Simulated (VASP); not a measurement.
# AlP (F-43m) in VASP: further runs

The runs below take AlP through single point, with PBE.

Everything below comes from runs of VASP 6.6.1. Logs are shortened: lines on timing, memory, paths and dates and some standing lists are left out, and cuts for length are marked.

## 1. The cell of the first run

It takes space group F-43m (No. 216, cubic). The conventional cell has a = 5.369 Å, b = 5.369 Å, c = 5.369 Å, α = 90.00°, β = 90.00°, γ = 90.00°. Al (site symmetry -43m) has 4 P at 2.32 Å within 3.1 Å. Within 3.1 Å of P (site symmetry -43m) lie 4 Al at 2.32 Å.

## 2. Single point, PBE (strain -2.0%)

File INCAR:

```
SYSTEM = AlP
PREC = Accurate
ENCUT = 500
EDIFF = 1E-6
ISMEAR = 0
SIGMA = 0.01
LREAL = .False.
LASPH = .True.
NELM = 120
ALGO = Normal
ISIF = 2
LWAVE = .False.
LCHARG = .False.
GGA = PE
NBANDS = 11
GGA_COMPAT = .False.
```

File KPOINTS:

```
Automatic mesh
0
Gamma
  4 4 4
  0 0 0
```

File POSCAR:

```
AlP
1.0
    0.0000000000      2.6844720625      2.6844720625
    2.6844720625      0.0000000000      2.6844720625
    2.6844720625      2.6844720625      0.0000000000
Al P
1 1
Direct
    0.0000000000      0.0000000000      0.0000000000
    0.2500000000      0.2500000000      0.2500000000
```

Potentials or basis: VASP PAW PBE potentials, release 64 (Al, P).

The run is started by

```sh
$ cat potpaw_PBE.64/Al/POTCAR potpaw_PBE.64/P/POTCAR > POTCAR
$ mpirun -np 1 vasp_std > vasp.out
```

OUTCAR:

```text
SYSTEM = AlP
   PREC = Accurate
   ENCUT = 500
   EDIFF = 1E-6
   ISMEAR = 0
   LREAL = .False.
   LASPH = .True.
   NELM = 120
   ISIF = 2
   GGA = PE

 ion  position               nearest neighbor table
   1  0.000  0.000  0.000-   2 2.32   2 2.32   2 2.32   2 2.32
   2  0.250  0.250  0.250-   1 2.32   1 2.32   1 2.32   1 2.32

  LATTYP: Found a face centered cubic cell.
 ALAT       =     5.3689441250

  Lattice vectors:

 A1 = (   0.0000000000,   2.6844720625,   2.6844720625)
 A2 = (   2.6844720625,   0.0000000000,   2.6844720625)
 A3 = (   2.6844720625,   2.6844720625,   0.0000000000)

Analysis of symmetry for initial positions (statically):
=====================================================================
 Subroutine PRICEL returns:
 Original cell was already a primitive cell.

 Routine SETGRP: Setting up the symmetry group for a
 face centered cubic supercell.

 Subroutine GETGRP returns: Found 24 space group operations
 (whereof 24 operations were pure point group operations)
 out of a pool of 48 trial point group operations.

The static configuration has the point symmetry T_d .

Analysis of symmetry for dynamics (positions and initial velocities):
=====================================================================
 Subroutine PRICEL returns:
 Original cell was already a primitive cell.

 Routine SETGRP: Setting up the symmetry group for a
 face centered cubic supercell.

 Subroutine GETGRP returns: Found 24 space group operations
 (whereof 24 operations were pure point group operations)
 out of a pool of 48 trial point group operations.

The dynamic configuration has the point symmetry T_d .

 Subroutine INISYM returns: Found 24 space group operations
 (whereof 24 operations are pure point group operations),
 and found     1 'primitive' translations

----------------------------------------------------------------------------------------

                                     Primitive cell

  volume of cell :      38.6907

  direct lattice vectors                    reciprocal lattice vectors
     0.000000000  2.684472062  2.684472062    -0.186256362  0.186256362  0.186256362
     2.684472062  0.000000000  2.684472062     0.186256362 -0.186256362  0.186256362
     2.684472062  2.684472062  0.000000000     0.186256362  0.186256362 -0.186256362

  length of vectors
     3.796416799  3.796416799  3.796416799     0.322605482  0.322605482  0.322605482

  position of ions in fractional coordinates (direct lattice)
     0.000000000  0.000000000  0.000000000
     0.250000000  0.250000000  0.250000000

  ion indices of the primitive-cell ions
   primitive index   ion index
                 1           1
                 2           2

----------------------------------------------------------------------------------------

 KPOINTS: Automatic mesh

Automatic generation of k-mesh.
 Grid dimensions read from file:
 generate k-points for:    4    4    4

 Generating k-lattice:

  Cartesian coordinates                     Fractional coordinates (reciprocal lattice)
    -0.046564090  0.046564090  0.046564090     0.250000000  0.000000000  0.000000000
     0.046564090 -0.046564090  0.046564090     0.000000000  0.250000000  0.000000000
     0.046564090  0.046564090 -0.046564090     0.000000000  0.000000000  0.250000000

  Length of vectors
     0.080651371  0.080651371  0.080651371

  Shift w.r.t. Gamma in fractional coordinates (k-lattice)
     0.000000000  0.000000000  0.000000000

 Subroutine IBZKPT returns following result:
 ===========================================

 Found      8 irreducible k-points:

 Following reciprocal coordinates:
            Coordinates               Weight
  0.000000  0.000000  0.000000      1.000000
  0.250000  0.000000  0.000000      8.000000
  0.500000  0.000000  0.000000      4.000000
  0.250000  0.250000  0.000000      6.000000
  0.500000  0.250000  0.000000     24.000000
 -0.250000  0.250000  0.000000     12.000000
  0.500000  0.500000  0.000000      3.000000
 -0.250000  0.500000  0.250000      6.000000
   k-points           NKPTS =      8   k-points in BZ     NKDIM =      8   number of bands    NBANDS=     11
   number of dos      NEDOS =    301   number of ions     NIONS =      2
   total plane-waves  NPLWV =  21952
   dimension x,y,z NGX =    28 NGY =   28 NGZ =   28
   dimension x,y,z NGXF=    56 NGYF=   56 NGZF=   56
   ions per type =               1   1
   NGX,Y,Z   is equivalent  to a cutoff of  12.26, 12.26, 12.26 a.u.
   NGXF,Y,Z  is equivalent  to a cutoff of  24.52, 24.52, 24.52 a.u.
 SYSTEM =  AlP
   PREC   = accura    normal or accurate (medium, high low for compatibility)
   ISTART =      0    job   : 0-new  1-cont  2-samecut
   ICHARG =      2    charge: 1-file 2-atom 10-const
   ISPIN  =      1    spin polarized calculation?
   LNONCOLLINEAR =      F non collinear calculations
   LSORBIT =      F    spin-orbit coupling
   LASPH  =      T    aspherical Exc in radial PAW
   ENCUT  =  500.0 eV  36.75 Ry    6.06 a.u.   6.92  6.92  6.92*2*pi/ulx,y,z
   NELM   =    120;   NELMIN=  2; NELMDL= -5     # of ELM steps
   EDIFF  = 0.1E-05   stopping-criterion for ELM
   LREAL  =      F    real-space projection
   EDIFFG = 0.1E-04   stopping-criterion for IOM
   NSW    =      0    number of steps for IOM
   IBRION =     -1    ionic relax: 0-MD 1-quasi-New 2-CG
   NFREE  =      0    steps in history (QN), initial steepest desc. (CG)
   ISIF   =      2    stress and relaxation
   ISYM   =      2    0-nonsym 1-usesym 2-fastsym
   POTIM  = 0.5000    time-step for ionic-motion
   TEBEG  =    0.0;   TEEND  =   0.0 temperature during run
   PSTRESS=    0.0 pullay stress
   NELECT =       8.0000    total number of electrons
   NUPDOWN=      -1.0000    fix difference up-down
   EMIN   =  10.00;   EMAX   =-10.00  energy-range for DOS
   EFERMI =   0.00;   METHOD = LEGACY
   ISMEAR =     0;   SIGMA  =   0.01  broadening in eV -4-tet -1-fermi 0-gaus
   EFERMI_NEDOS =   21; number of points for ismear=-14 and -15
   IALGO  =     38    algorithm
   IMIX   =      4    mixing-type and parameters
     AMIX     =   0.40;   BMIX     =  1.00
     AMIX_MAG =   1.60;   BMIX_MAG =  1.00
  volume/ion in A,a.u.               =      19.35       130.55
  Fermi-wavevector in a.u.,A,eV,Ry     =   0.968061  1.829370 12.750585  0.937142
  Thomas-Fermi vector in A             =   2.097999
   LORBIT       =      0    0 simple, 1 ext, 2 COOP (PROOUT), +10 PAW based schemes
   GGA     = PE    functional components
   LHFCALC =     F    Hartree Fock is set to
   AEXX    =    0.0000 exact exchange contribution
   IVDW    =     0    specifies the selected vdW correction
   LEPSILON=     F    determine dielectric tensor
   LRPA    =     F    only Hartree local field effects (RPA)
 non-spin polarized calculation
 Gauss-broadening in eV      SIGMA  =   0.01
  energy-cutoff  :      500.00
  volume of cell :       38.69
 maximum number of plane-waves:       992
   NGX = 13   NGY = 13   NGZ = 13

 number of electron       7.9999999 magnetization

 Free energy of the ion-electron system (eV)
  ---------------------------------------------------
  ext. energy  EPLUGINS =         0.00000000
  ---------------------------------------------------
  free energy    TOTEN  =       -10.21037525 eV

  energy without entropy =      -10.21037525  energy(sigma->0) =      -10.21037525

 E-fermi :   5.1717     XC(G=0):  -9.3893

 val. band max:        5.0933054213   @ k =   0.0000   0.0000   0.0000
 cond. band min:       6.5423089148   @ k =   0.5000   0.5000   0.0000
 fundamental gap:      1.4490034936
 Fermi energy:         5.1717333884

 k-point     1 :       0.0000    0.0000    0.0000
  band No.  band energies     occupation
      1      -6.7153      2.00000
      2       5.0933      2.00000
      3       5.0933      2.00000
      4       5.0933      2.00000
      5       8.8308      0.00000
      6       9.6989      0.00000
      7       9.6989      0.00000
      8       9.6989      0.00000
      9      13.9613      0.00000
     10      13.9613      0.00000
     11      15.7252      0.00000

 k-point     2 :       0.2500    0.0000    0.0000
  band No.  band energies     occupation
      1      -6.0150      2.00000
      2       1.8161      2.00000
      3       4.6291      2.00000
      4       4.6291      2.00000
      5       8.6059      0.00000
      6      10.2923      0.00000
      7      10.2923      0.00000
      8      12.3602      0.00000
      9      13.4533      0.00000
     10      13.4533      0.00000
     11      15.6569      0.00000

 k-point     3 :       0.5000    0.0000    0.0000
  band No.  band energies     occupation
      1      -4.9014      2.00000
      2      -0.6826      2.00000
      3       4.2968      2.00000
      4       4.2968      2.00000
      5       8.0815      0.00000
      6       9.8968      0.00000
      7       9.8968      0.00000
      8      13.4858      0.00000
      9      16.7706      0.00000
     10      16.7706      0.00000
     11      17.3899      0.00000

 k-point     4 :       0.2500    0.2500    0.0000
  band No.  band energies     occupation
      1      -5.7742      2.00000
      2       2.1684      2.00000
      3       3.7286      2.00000
      4       3.7286      2.00000
      5       7.9365      0.00000
      6       9.2028      0.00000
      7      12.3489      0.00000
      8      12.3489      0.00000
      9      13.4727      0.00000
     10      15.1809      0.00000
     11      19.3004      0.00000

 k-point     5 :       0.5000    0.2500    0.0000
  band No.  band energies     occupation
      1      -4.6215      2.00000
      2       0.0170      2.00000
      3       2.2869      2.00000
      4       3.4601      2.00000
      5       7.8400      0.00000
      6      10.4793      0.00000
      7      12.2358      0.00000
      8      12.3198      0.00000
      9      16.2678      0.00000
     10      16.8927      0.00000
     11      18.7173      0.00000

 k-point     6 :      -0.2500    0.2500    0.0000
  band No.  band energies     occupation
      1      -5.0429      2.00000
      2       0.6164      2.00000
      3       2.1000      2.00000
      4       4.2102      2.00000
      5       8.8996      0.00000
      6      11.3188      0.00000
      7      11.3949      0.00000
      8      11.9824      0.00000
      9      12.7329      0.00000
     10      16.4959      0.00000
     11      18.7552      0.00000

 k-point     7 :       0.5000    0.5000    0.0000
  band No.  band energies     occupation
      1      -4.1813      2.00000
      2      -0.4074      2.00000
      3       2.8759      2.00000
      4       2.8759      2.00000
      5       6.5423      0.00000
      6       7.5173      0.00000
      7      16.5872      0.00000
      8      16.5872      0.00000
      9      17.3753      0.00000
     10      17.3753      0.00000
     11      17.7464      0.00000

 k-point     8 :      -0.2500    0.5000    0.2500
  band No.  band energies     occupation
      1      -4.1228      2.00000
      2       0.0263      2.00000
      3       1.7166      2.00000
      4       2.0957      2.00000
      5       9.4076      0.00000
      6      11.2506      0.00000
      7      11.2674      0.00000
      8      11.6226      0.00000
      9      16.7728      0.00000
     10      17.3205      0.00000
     11      18.8095      0.00000

------------------------ aborting loop because EDIFF is reached ----------------------------------------

  FORCE on cell =-STRESS in cart. coord.  units (eV):
  Direction    XX          YY          ZZ          XY          YZ          ZX
  --------------------------------------------------------------------------------------
  -------------------------------------------------------------------------------------
  Total        1.8848564      1.8848564      1.8848564     -0.0000000     -0.0000000      0.0000000
  in kB       78.0516674     78.0516674     78.0516674     -0.0000000     -0.0000000      0.0000000
  external PRESSURE =      78.0516674 kB  Pullay stress =       0.0000000 kB

 VOLUME and BASIS-vectors are now :
 -----------------------------------------------------------------------------
  energy-cutoff  :      500.00
  volume of cell :       38.69
      direct lattice vectors                 reciprocal lattice vectors
     0.000000000  2.684472062  2.684472062    -0.186256362  0.186256362  0.186256362
     2.684472062  0.000000000  2.684472062     0.186256362 -0.186256362  0.186256362
     2.684472062  2.684472062  0.000000000     0.186256362  0.186256362 -0.186256362

 POSITION                                       TOTAL-FORCE (eV/Angst)
 -----------------------------------------------------------------------------------
      0.00000      0.00000      0.00000        -0.000000     -0.000000     -0.000000
      1.34224      1.34224      1.34224         0.000000      0.000000      0.000000
 -----------------------------------------------------------------------------------
    total drift:                                0.000000      0.000000      0.000000

  FREE ENERGIE OF THE ION-ELECTRON SYSTEM (eV)
  ---------------------------------------------------
  free  energy   TOTEN  =       -10.2103752473 eV

  energy  without entropy=      -10.2103752473  energy(sigma->0) =      -10.21037525
```

It took 6.7 s on 1 thread of Intel Xeon 8259CL, shared host; peak memory 0.14 GiB.

Results:

```yaml
Free_energy: -10.2104 eV
Pressure: 7.8 GPa
Band_gap_on_the_k_mesh: 1.45 eV, indirect (least direct gap 3.67 eV)
```

Levels at points of the mesh, in eV from the valence-band top:
```csv
k point,band 2,band 3,band 4,band 5,band 6,band 7
"(0.00, 0.00, 0.00)",0.00,0.00,0.00,3.74,4.61,4.61
"(0.50, 0.00, 0.00)",-5.78,-0.80,-0.80,2.99,4.80,4.80
"(0.50, 0.50, 0.00)",-5.50,-2.22,-2.22,1.45,2.42,11.49
```

Caveat: the k points lie up to 0.51 Å⁻¹ apart; the cell differs from its parent crystal (strain -2.0%). A k mesh can miss the band edges.

## 3. Single point, PBE (strain -1.0%)

File INCAR:

```
PREC = Accurate
ENCUT = 500
EDIFF = 1E-6
ISMEAR = 0
SIGMA = 0.01
LREAL = False
LASPH = True
NELM = 120
ALGO = Normal
ISIF = 2
LWAVE = False
LCHARG = False
GGA = PE
NBANDS = 11
GGA_COMPAT = False
```

File KPOINTS:

```
Automatic mesh
0
Gamma
  4 4 4
```

File POSCAR:

```
AlP
1.0
    0.0000000000      2.7118646345      2.7118646345
    2.7118646345      0.0000000000      2.7118646345
    2.7118646345      2.7118646345      0.0000000000
Al P
1 1
Direct
    0.0000000000      0.0000000000      0.0000000000
    0.2500000000      0.2500000000      0.2500000000
```

Potentials or basis: VASP PAW PBE potentials, release 64 (Al, P).

The run is started by

```sh
$ cat potpaw_PBE.64/Al/POTCAR potpaw_PBE.64/P/POTCAR > POTCAR
$ mpirun -np 1 vasp_std > vasp.out
```

Wall time 6.9 s (1 thread of Intel Xeon 8259CL, shared host); peak memory 0.14 GiB.

Results (log left out):

* Free energy: -10.2563 eV
* Pressure: 4.5 GPa
* Band gap on the k mesh: 1.51 eV, indirect (least direct gap 3.47 eV)

Levels at points of the mesh, in eV from the valence-band top:
| k point | band 2 | band 3 | band 4 | band 5 | band 6 | band 7 |
| --- | --- | --- | --- | --- | --- | --- |
| (0.00, 0.00, 0.00) | 0.00 | 0.00 | 0.00 | 3.47 | 4.56 | 4.56 |
| (0.50, 0.00, 0.00) | -5.63 | -0.78 | -0.78 | 2.87 | 4.80 | 4.80 |
| (0.50, 0.50, 0.00) | -5.39 | -2.15 | -2.15 | 1.51 | 2.44 | 11.23 |

Caveat: the k points lie up to 0.50 Å⁻¹ apart; the cell differs from its parent crystal (strain -1.0%).

## 4. Single point, PBE (strain +1.0%)

File INCAR:

```
ALGO = Normal ; EDIFF = 1E-6
ENCUT = 500 ; GGA = PE
GGA_COMPAT = False ; ISIF = 2
ISMEAR = 0 ; LASPH = True
LCHARG = True ; LELF = True
LREAL = False ; LVHAR = True
LWAVE = False ; NBANDS = 11
NELM = 120 ; PREC = Accurate
SIGMA = 0.01
```

File KPOINTS:

```
k-points
0
Gamma
  4 4 4
```

File POSCAR:

```
AlP
1.0
    0.0000000000      2.7666497787      2.7666497787
    2.7666497787      0.0000000000      2.7666497787
    2.7666497787      2.7666497787      0.0000000000
Al P
1 1
Direct
    0.0000000000      0.0000000000      0.0000000000
    0.2500000000      0.2500000000      0.2500000000
```

The run is started by

```sh
$ cat potpaw_PBE.64/Al/POTCAR potpaw_PBE.64/P/POTCAR > POTCAR
$ mpirun -np 1 vasp_std > vasp.out
```

Run time: 10 s. Hardware: 1 thread of Intel Xeon 8259CL, shared host; peak memory 0.16 GiB.

The run converged. Its results:

```
Free energy            : -10.2827 eV
Pressure               : -0.9 GPa
Band gap on the k mesh : 1.63 eV, indirect (least direct gap 2.96 eV)
```

Levels at points of the mesh, in eV from the valence-band top:
```tsv
k point	band 2	band 3	band 4	band 5	band 6	band 7
(0.00, 0.00, 0.00)	0.00	0.00	0.00	2.96	4.48	4.48
(0.50, 0.00, 0.00)	-5.37	-0.74	-0.74	2.65	4.78	4.78
(0.50, 0.50, 0.00)	-5.19	-2.03	-2.03	1.63	2.46	10.71
```

Caveat: the k points lie up to 0.49 Å⁻¹ apart; the cell differs from its parent crystal (strain +1.0%). A k mesh can miss the band edges.

## 5. Single point, PBE (strain +2.0%)

File INCAR:

```
SYSTEM = AlP
PREC = Accurate
ENCUT = 500
EDIFF = 1E-6
ISMEAR = 0
SIGMA = 0.01
LREAL = .FALSE.
LASPH = .TRUE.
NELM = 120
ALGO = Normal
ISIF = 2
LWAVE = .FALSE.
LCHARG = .FALSE.
GGA = PE
NBANDS = 11
GGA_COMPAT = .FALSE.
```

File KPOINTS:

```
Automatic mesh
0
G
  4 4 4
  0 0 0
```

File POSCAR:

```
AlP
1.0
    0.0000000000      2.7940423507      2.7940423507
    2.7940423507      0.0000000000      2.7940423507
    2.7940423507      2.7940423507      0.0000000000
Al P
1 1
Direct
    0.0000000000      0.0000000000      0.0000000000
    0.2500000000      0.2500000000      0.2500000000
```

The run is started by

```sh
$ cat potpaw_PBE.64/Al/POTCAR potpaw_PBE.64/P/POTCAR > POTCAR
$ mpirun -np 1 vasp_std > vasp.out
```

Wall time 9.2 s (1 thread of Intel Xeon 8259CL, shared host); peak memory 0.15 GiB.

The run converged. Its results:

- Free energy: -10.2670 eV
- Pressure: -3.1 GPa
- Band gap on the k mesh: 1.69 eV, indirect (least direct gap 2.71 eV)

Levels at points of the mesh, in eV from the valence-band top:
```tsv
k point	band 1	band 2	band 3	band 4	band 5	band 6	band 7	band 8
(0.00, 0.00, 0.00)	-11.12	0.00	0.00	0.00	2.71	4.44	4.44	4.44
(0.50, 0.00, 0.00)	-9.61	-5.25	-0.73	-0.73	2.54	4.77	4.77	8.06
(0.50, 0.50, 0.00)	-9.01	-5.10	-1.97	-1.97	1.69	2.46	10.46	10.46
```

Caveat: the k points lie up to 0.49 Å⁻¹ apart; the cell differs from its parent crystal (strain +2.0%). A k mesh can miss the band edges.

## 6. Summary

```csv
cell,gap on the mesh (eV),pressure (GPa)
"a = 3.796 Å, angles 60.0°, 2 atoms",1.45,7.8
"a = 3.835 Å, angles 60.0°, 2 atoms",1.51,4.5
"a = 3.913 Å, angles 60.0°, 2 atoms",1.63,-0.9
"a = 3.951 Å, angles 60.0°, 2 atoms",1.69,-3.1
```

Alike in all rows: task single point; level PBE; potentials or basis VASP PAW PBE potentials, release 64 (Al, P); no spin polarisation; k mesh 4 × 4 × 4; cutoff (eV) 500; smearing gaussian 0.01 eV.

Caveats: all runs use coarse meshes.

Absolute energies hang on the potentials; compare differences alone.
